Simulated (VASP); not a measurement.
Input of a VASP 6.6.1 run:

File INCAR:

```
SYSTEM = Cd
ALGO = Normal
EDIFF = 1E-7
ENCUT = 520
GGA = PE
ISIF = 2
ISMEAR = 0
LASPH = .True.
LCHARG = .False.
LREAL = .False.
LWAVE = .False.
NBANDS = 12
NELM = 100
PREC = Accurate
SIGMA = 0.1
```

The input KPOINTS:

```
k-points
0
Gamma
  16 16 16
  0 0 0
```

The input POSCAR:

```
Cd
1.0
    0.0000000000      2.2537458027      2.2537458027
    2.2537458027      0.0000000000      2.2537458027
    2.2537458027      2.2537458027      0.0000000000
Cd
1
Direct
    0.0000000000      0.0000000000      0.0000000000
```

Potentials or basis: VASP PAW PBE potentials, release 64 (Cd).

Command:

```sh
$ cat potpaw_PBE.64/Cd/POTCAR > POTCAR
$ mpirun -np 1 vasp_std > vasp.out
```

**Question.** Predict the band gap on the k mesh.

**Answer.** Zero (band 6 reaches 4.35 eV, above the bottom of band 7 at 1.11 eV).

**Question.** Estimate the pressure.

**Answer.** 0.3 GPa.
